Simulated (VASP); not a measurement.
Write the native input for VASP 6.6.1 that does the following.

```yaml
Task: single point
Functional: PBEsol
Potentials_or_basis: VASP PAW PBE potentials, release 64 (Ti_sv, O)
Cutoff: 520 eV
k_mesh: 6 × 6 × 8
Occupations: gaussian, width 0.01 eV
Spin: no spin polarisation
Dipole_correction: no
Further_INCAR_settings: ALGO = Normal; EDIFF = 1e-06; NBANDS = 33
```

The structure of TiO2 lies in POSCAR:

```
TiO2
1.0
    4.5171193679      0.0000000000      0.0000000000
    0.0000000000      4.5171193679      0.0000000000
    0.0000000000      0.0000000000      2.9159600237
Ti O
2 4
Direct
    0.0000000000      0.0000000000      0.0000000000
    0.5000000000      0.5000000000      0.5000000000
    0.3031711543      0.3031711543      0.0000000000
    0.1968288457      0.8031711543      0.5000000000
    0.6968288457      0.6968288457      0.0000000000
    0.8031711543      0.1968288457      0.5000000000
```

One way to write it, as run:

INCAR

```
SYSTEM = TiO2
  ALGO = Normal
  EDIFF = 1E-6
  ENCUT = 520
  GGA = PS
  ISIF = 2
  ISMEAR = 0
  LASPH = .TRUE.
  LCHARG = .FALSE.
  LREAL = .FALSE.
  LWAVE = .FALSE.
  NBANDS = 33
  NELM = 60
  PREC = Accurate
  SIGMA = 0.01
```

KPOINTS

```
k-points
0
G
  6 6 8
  0 0 0
```

Potentials or basis: VASP PAW PBE potentials, release 64 (Ti_sv, O).

Run with:

```sh
$ cat potpaw_PBE.64/Ti_sv/POTCAR potpaw_PBE.64/O/POTCAR > POTCAR
$ mpirun -np 1 vasp_std > vasp.out
```

Results of the run:

* Pressure: 10.7 GPa
* Largest force: 0.021 eV/Å
* Band gap on the k mesh: 1.87 eV

Caveat: the cell stands under pressure; the PAW data sets were made with another functional, which shifts forces and pressure a little.

Run time: 40 s on 1 thread of Intel(R) Xeon(R) 6975P-C (Granite Rapids) (shared host), peak memory 0.22 GiB.
